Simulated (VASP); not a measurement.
Input of a VASP 6.6.1 run:

The input INCAR:

```
SYSTEM = As2Pt
PREC = Accurate
ENCUT = 500
EDIFF = 1E-6
ISMEAR = -1
SIGMA = 0.02
LREAL = .FALSE.
LASPH = .TRUE.
NELM = 120
ALGO = Normal
ISIF = 2
LWAVE = .FALSE.
LCHARG = .FALSE.
GGA = PE
NBANDS = 52
GGA_COMPAT = .FALSE.
```

The input KPOINTS:

```
Automatic mesh
0
G
  4 4 4
  0 0 0
```

File POSCAR:

```
As2Pt
1.0
    6.0575650882      0.0000000000      0.0000000000
    0.0000000000      6.0575650882      0.0000000000
    0.0000000000      0.0000000000      6.0575650882
As Pt
8 4
Direct
    0.3835127503      0.3835127503      0.3835127503
    0.1164872497      0.6164872497      0.8835127503
    0.8835127503      0.1164872497      0.6164872497
    0.6164872497      0.8835127503      0.1164872497
    0.6164872497      0.6164872497      0.6164872497
    0.8835127503      0.3835127503      0.1164872497
    0.1164872497      0.8835127503      0.3835127503
    0.3835127503      0.1164872497      0.8835127503
    0.0000000000      0.0000000000      0.0000000000
    0.5000000000      0.0000000000      0.5000000000
    0.5000000000      0.5000000000      0.0000000000
    0.0000000000      0.5000000000      0.5000000000
```

Potentials or basis: VASP PAW PBE potentials, release 64 (As, Pt).

Command:

```bash
$ cat potpaw_PBE.64/As/POTCAR potpaw_PBE.64/Pt/POTCAR > POTCAR
$ mpirun -np 1 vasp_std > vasp.out
```

Task: Predict the pressure.

Result: 0.0 GPa.

Task: Estimate the largest force.

Result: 0.033 eV/Å.

Task: Predict the band gap on the k mesh.

Result: 0.33 eV (least direct gap 0.78 eV).

Forces in eV/Å, atoms in the order of the input:
```
As  -0.019 -0.019 -0.019
As   0.019  0.019 -0.019
As  -0.019  0.019  0.019
As   0.019 -0.019  0.019
As   0.019  0.019  0.019
As  -0.019 -0.019  0.019
As   0.019 -0.019 -0.019
As  -0.019  0.019 -0.019
Pt   0.000  0.000  0.000
Pt   0.000  0.000  0.000
Pt   0.000  0.000  0.000
Pt   0.000  0.000  0.000
```

Caveat: spin-orbit coupling is left out, which moves the levels of the heavy elements. A k mesh can miss the band edges.
